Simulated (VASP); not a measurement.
# MgPb2N2 (P-3m1) in VASP: notebook

The runs below take MgPb2N2 through single point, with PBE+D3(BJ).

Program: VASP 6.6.1. These are calculated values, not measurements. Logs are shortened: lines on timing, memory, paths and dates and some standing lists are left out, and cuts for length are marked.

## (1) The cell of the first run

Symmetry: P-3m1, No. 164, trigonal system. Conventional cell: a = 3.323 Å, b = 3.323 Å, c = 9.046 Å, α = 90.00°, β = 90.00°, γ = 120.00°. Within 3.0 Å of Mg (site symmetry -3m) lie 6 N at 2.29 Å. Pb (site symmetry 3m) has 3 N at 2.34 Å within 3.1 Å. Within 3.0 Å of N (site symmetry 3m) lie 3 Mg at 2.29 Å and 3 Pb at 2.34 Å.

## (2) Single point, PBE+D3(BJ)

Input file INCAR:

```
PREC = Accurate
ENCUT = 520
EDIFF = 1E-6
ISMEAR = 0
SIGMA = 0.01
LREAL = F
LASPH = T
NELM = 60
ALGO = Normal
ISIF = 2
LWAVE = F
LCHARG = F
GGA = PE
IVDW = 12
NBANDS = 28
```

Input file KPOINTS:

```
Automatic mesh
0
Gamma
  6 6 2
```

Input file POSCAR:

```
MgPb2N2
1.0
    3.3225013884      0.0000000000      0.0000000000
   -1.6612506942      2.8773774606      0.0000000000
    0.0000000000      0.0000000000      9.0464385305
Mg Pb N
1 2 2
Direct
    0.0000000000      0.0000000000      0.0000000000
    0.6666666667      0.3333333333      0.2865500000
    0.3333333333      0.6666666667      0.7134500000
    0.6666666667      0.3333333333      0.8618200000
    0.3333333333      0.6666666667      0.1381800000
```

Potentials or basis: VASP PAW PBE potentials, release 64 (Mg, Pb_d, N).

Command:

```
$ cat potpaw_PBE.64/Mg/POTCAR potpaw_PBE.64/Pb_d/POTCAR potpaw_PBE.64/N/POTCAR > POTCAR
$ mpirun -np 1 vasp_std > vasp.out
```

OUTCAR:

```text
PREC = Accurate
   ENCUT = 520
   EDIFF = 1E-6
   ISMEAR = 0
   LREAL = F
   LASPH = T
   NELM = 60
   ISIF = 2
   GGA = PE
   IVDW = 12
 IVDW          = 12

 ion  position               nearest neighbor table
   1  0.000  0.000  0.000-   4 2.29   5 2.29   4 2.29   5 2.29   4 2.29   5 2.29   2 3.22   3 3.22
                             3 3.22   2 3.22   2 3.22   3 3.22
   2  0.667  0.333  0.287-   5 2.34   5 2.34   5 2.34   1 3.22   1 3.22   1 3.22
   3  0.333  0.667  0.713-   4 2.34   4 2.34   4 2.34   1 3.22   1 3.22   1 3.22
   4  0.667  0.333  0.862-   1 2.29   1 2.29   1 2.29   3 2.34   3 2.34   3 2.34
   5  0.333  0.667  0.138-   1 2.29   1 2.29   1 2.29   2 2.34   2 2.34   2 2.34

  LATTYP: Found a hexagonal cell.
 ALAT       =     3.3225013884
 C/A-ratio  =     2.7227794583

  Lattice vectors:

 A1 = (   3.3225013884,   0.0000000000,   0.0000000000)
 A2 = (  -1.6612506942,   2.8773774606,   0.0000000000)
 A3 = (   0.0000000000,   0.0000000000,   9.0464385305)

Analysis of symmetry for initial positions (statically):
=====================================================================
 Subroutine PRICEL returns:
 Original cell was already a primitive cell.

 Routine SETGRP: Setting up the symmetry group for a
 hexagonal supercell.

 Subroutine GETGRP returns: Found 12 space group operations
 (whereof 12 operations were pure point group operations)
 out of a pool of 24 trial point group operations.

The static configuration has the point symmetry D_3d.

Analysis of symmetry for dynamics (positions and initial velocities):
=====================================================================
 Subroutine PRICEL returns:
 Original cell was already a primitive cell.

 Routine SETGRP: Setting up the symmetry group for a
 hexagonal supercell.

 Subroutine GETGRP returns: Found 12 space group operations
 (whereof 12 operations were pure point group operations)
 out of a pool of 24 trial point group operations.

The dynamic configuration has the point symmetry D_3d.

 Subroutine INISYM returns: Found 12 space group operations
 (whereof 12 operations are pure point group operations),
 and found     1 'primitive' translations

----------------------------------------------------------------------------------------

                                     Primitive cell

  volume of cell :      86.4848

  direct lattice vectors                    reciprocal lattice vectors
     3.322501388  0.000000000  0.000000000     0.300978053  0.173769346  0.000000000
    -1.661250694  2.877377461  0.000000000     0.000000000  0.347538692  0.000000000
     0.000000000  0.000000000  9.046438530     0.000000000  0.000000000  0.110540739

  length of vectors
     3.322501388  3.322507324  9.046438530     0.347539313  0.347538692  0.110540739

  position of ions in fractional coordinates (direct lattice)
     0.000000000  0.000000000  0.000000000
     0.666666667  0.333333333  0.286550000
     0.333333333  0.666666667  0.713450000
     0.666666667  0.333333333  0.861820000
     0.333333333  0.666666667  0.138180000

  ion indices of the primitive-cell ions
   primitive index   ion index
                 1           1
                 2           2
                 3           3
                 4           4
                 5           5

----------------------------------------------------------------------------------------

 KPOINTS: Automatic mesh

Automatic generation of k-mesh.
 Grid dimensions read from file:
 generate k-points for:    6    6    2

 Generating k-lattice:

  Cartesian coordinates                     Fractional coordinates (reciprocal lattice)
     0.050163009  0.028961558  0.000000000     0.166666667  0.000000000  0.000000000
     0.000000000  0.057923115  0.000000000     0.000000000  0.166666667  0.000000000
     0.000000000  0.000000000  0.055270369     0.000000000  0.000000000  0.500000000

  Length of vectors
     0.057923219  0.057923115  0.055270369

  Shift w.r.t. Gamma in fractional coordinates (k-lattice)
     0.000000000  0.000000000  0.000000000

 Subroutine IBZKPT returns following result:
 ===========================================

 Found     14 irreducible k-points:

 Following reciprocal coordinates:
            Coordinates               Weight
  0.000000  0.000000  0.000000      1.000000
  0.166667  0.000000  0.000000      6.000000
  0.333333  0.000000  0.000000      6.000000
  0.500000  0.000000  0.000000      3.000000
  0.166667  0.166667  0.000000      6.000000
  0.333333  0.166667  0.000000     12.000000
  0.333333  0.333333  0.000000      2.000000
  0.000000  0.000000  0.500000      1.000000
  0.166667  0.000000  0.500000      6.000000
  0.333333  0.000000  0.500000      6.000000
  0.500000  0.000000  0.500000      3.000000
  0.166667  0.166667  0.500000      6.000000
  0.333333  0.166667  0.500000     12.000000
  0.333333  0.333333  0.500000      2.000000
   k-points           NKPTS =     14   k-points in BZ     NKDIM =     14   number of bands    NBANDS=     28
   number of dos      NEDOS =    301   number of ions     NIONS =      5
   total plane-waves  NPLWV =  54880
   dimension x,y,z NGX =    28 NGY =   28 NGZ =   70
   dimension x,y,z NGXF=    56 NGYF=   56 NGZF=  140
   ions per type =               1   2   2
   NGX,Y,Z   is equivalent  to a cutoff of  14.01, 14.01, 12.86 a.u.
   NGXF,Y,Z  is equivalent  to a cutoff of  28.02, 28.02, 25.73 a.u.
 SYSTEM =  unknown system
   PREC   = accura    normal or accurate (medium, high low for compatibility)
   ISTART =      0    job   : 0-new  1-cont  2-samecut
   ICHARG =      2    charge: 1-file 2-atom 10-const
   ISPIN  =      1    spin polarized calculation?
   LNONCOLLINEAR =      F non collinear calculations
   LSORBIT =      F    spin-orbit coupling
   LASPH  =      T    aspherical Exc in radial PAW
   ENCUT  =  520.0 eV  38.22 Ry    6.18 a.u.   6.18  6.18 16.82*2*pi/ulx,y,z
   NELM   =     60;   NELMIN=  2; NELMDL= -5     # of ELM steps
   EDIFF  = 0.1E-05   stopping-criterion for ELM
   LREAL  =      F    real-space projection
[... 7 lines left out ...]
   TEBEG  =    0.0;   TEEND  =   0.0 temperature during run
   PSTRESS=    0.0 pullay stress
   NELECT =      40.0000    total number of electrons
   NUPDOWN=      -1.0000    fix difference up-down
   EMIN   =  10.00;   EMAX   =-10.00  energy-range for DOS
   EFERMI =   0.00;   METHOD = LEGACY
   ISMEAR =     0;   SIGMA  =   0.01  broadening in eV -4-tet -1-fermi 0-gaus
   EFERMI_NEDOS =   21; number of points for ismear=-14 and -15
   IALGO  =     38    algorithm
   IMIX   =      4    mixing-type and parameters
     AMIX     =   0.40;   BMIX     =  1.00
     AMIX_MAG =   1.60;   BMIX_MAG =  1.00
  volume/ion in A,a.u.               =      17.30       116.73
  Fermi-wavevector in a.u.,A,eV,Ry     =   1.266042  2.392473 21.808283  1.602864
  Thomas-Fermi vector in A             =   2.399264
   LORBIT       =      0    0 simple, 1 ext, 2 COOP (PROOUT), +10 PAW based schemes
   GGA     = PE    functional components
   LHFCALC =     F    Hartree Fock is set to
   AEXX    =    0.0000 exact exchange contribution
   IVDW    =    12    specifies the selected vdW correction
   LEPSILON=     F    determine dielectric tensor
   LRPA    =     F    only Hartree local field effects (RPA)
 non-spin polarized calculation
 Gauss-broadening in eV      SIGMA  =   0.01
  energy-cutoff  :      520.00
  volume of cell :       86.48
 maximum number of plane-waves:      2350
 NGX is ok and might be reduce to    28
   NGX = 13   NGY = 13   NGZ = 33

 number of electron      39.9999998 magnetization

 Free energy of the ion-electron system (eV)
  ---------------------------------------------------
  ext. energy  EPLUGINS =         0.00000000
  ---------------------------------------------------
  free energy    TOTEN  =       -24.93585022 eV

  energy without entropy =      -24.93585022  energy(sigma->0) =      -24.93585022

 E-fermi :   6.3995     XC(G=0): -10.3898

 val. band max:        6.3284715665   @ k =   0.0000   0.0000   0.0000
 cond. band min:       7.0895783437   @ k =   0.5000   0.0000   0.5000
 fundamental gap:      0.7611067772
 Fermi energy:         6.3994521671

 k-point     1 :       0.0000    0.0000    0.0000
  band No.  band energies     occupation
      1     -10.3019      2.00000
      2     -10.3019      2.00000
      3     -10.3009      2.00000
      4     -10.3009      2.00000
      5     -10.2956      2.00000
      6     -10.2917      2.00000
[... 20 lines left out ...]
     27      14.6503      0.00000
     28      16.0280      0.00000

 k-point     2 :       0.1667    0.0000    0.0000
  band No.  band energies     occupation
      1     -10.4232      2.00000
      2     -10.4124      2.00000
      3     -10.2027      2.00000
      4     -10.2018      2.00000
      5     -10.1985      2.00000
      6     -10.1908      2.00000
[... 20 lines left out ...]
     27      14.4604      0.00000
     28      15.8881      0.00000

 k-point     3 :       0.3333    0.0000    0.0000
  band No.  band energies     occupation
      1     -10.6400      2.00000
      2     -10.6256      2.00000
      3     -10.2765      2.00000
      4     -10.2666      2.00000
      5     -10.0384      2.00000
      6     -10.0318      2.00000
[... 20 lines left out ...]
     27      14.0187      0.00000
     28      14.8000      0.00000

 k-point     4 :       0.5000    0.0000    0.0000
  band No.  band energies     occupation
      1     -10.7321      2.00000
      2     -10.7312      2.00000
      3     -10.3320      2.00000
      4     -10.3211      2.00000
      5     -10.0484      2.00000
      6     -10.0375      2.00000
[... 268 lines left out ...]
     27      14.4218      0.00000
     28      14.4611      0.00000

 k-point    13 :       0.3333    0.1667    0.5000
  band No.  band energies     occupation
      1     -10.6540      2.00000
      2     -10.6444      2.00000
      3     -10.2632      2.00000
      4     -10.2552      2.00000
      5     -10.0978      2.00000
      6     -10.0873      2.00000
[... 20 lines left out ...]
     27      13.5729      0.00000
     28      14.9711      0.00000

 k-point    14 :       0.3333    0.3333    0.5000
  band No.  band energies     occupation
      1     -10.6129      2.00000
      2     -10.6129      2.00000
      3     -10.1706      2.00000
      4     -10.1598      2.00000
      5     -10.1121      2.00000
      6     -10.1090      2.00000
[... 20 lines left out ...]
     27      14.1537      0.00000
     28      14.6602      0.00000

------------------------ aborting loop because EDIFF is reached ----------------------------------------

 Edisp (eV)   -1.59156

 E8    (eV) :    -0.7116

  FORCE on cell =-STRESS in cart. coord.  units (eV):
  Direction    XX          YY          ZZ          XY          YZ          ZX
  --------------------------------------------------------------------------------------
  -------------------------------------------------------------------------------------
  Total       1.40842     1.40843     1.30565     0.00000     0.00000     0.00000
  in kB      26.09173    26.09186    24.18787     0.00000     0.00000     0.00000
  external pressure =       25.46 kB  Pullay stress =        0.00 kB

 VOLUME and BASIS-vectors are now :
 -----------------------------------------------------------------------------
  energy-cutoff  :      520.00
  volume of cell :       86.48
      direct lattice vectors                 reciprocal lattice vectors
     3.322501388  0.000000000  0.000000000     0.300978053  0.173769346  0.000000000
    -1.661250694  2.877377461  0.000000000     0.000000000  0.347538692  0.000000000
     0.000000000  0.000000000  9.046438530     0.000000000  0.000000000  0.110540739

 POSITION                                       TOTAL-FORCE (eV/Angst)
 -----------------------------------------------------------------------------------
      0.00000      0.00000      0.00000         0.000000      0.000000     -0.000000
      1.66125      0.95913      2.59226         0.000000      0.000000      0.587491
     -0.00000      1.91825      6.45418         0.000000     -0.000000     -0.587491
      1.66125      0.95913      7.79640         0.000000     -0.000000      0.296376
     -0.00000      1.91825      1.25004        -0.000000      0.000000     -0.296376
 -----------------------------------------------------------------------------------
    total drift:                                0.000000     -0.000000      0.000000

  FREE ENERGIE OF THE ION-ELECTRON SYSTEM (eV)
  ---------------------------------------------------
  free  energy   TOTEN  =       -26.5274082060 eV

  energy  without entropy=      -26.5274082060  energy(sigma->0) =      -26.52740821
```

It took 98 s on 1 thread of Intel Xeon 8259CL, shared host; peak memory 0.24 GiB.

What came out:

```yaml
Free_energy: -26.5274 eV
Pressure: 2.5 GPa
Largest_force: 0.587 eV/Å
Band_gap_on_the_k_mesh: 0.76 eV (least direct gap 0.85 eV)
Dispersion_energy_per_atom: -0.318 eV
```

Forces on the atoms (eV/Å):
```
Mg   0.000  0.000  0.000
Pb   0.000  0.000  0.587
Pb   0.000  0.000 -0.587
N    0.000  0.000  0.296
N    0.000  0.000 -0.296
```

Caveat: spin-orbit coupling is left out, which moves the levels of the heavy elements.

(Continued in part 2 of 2.)
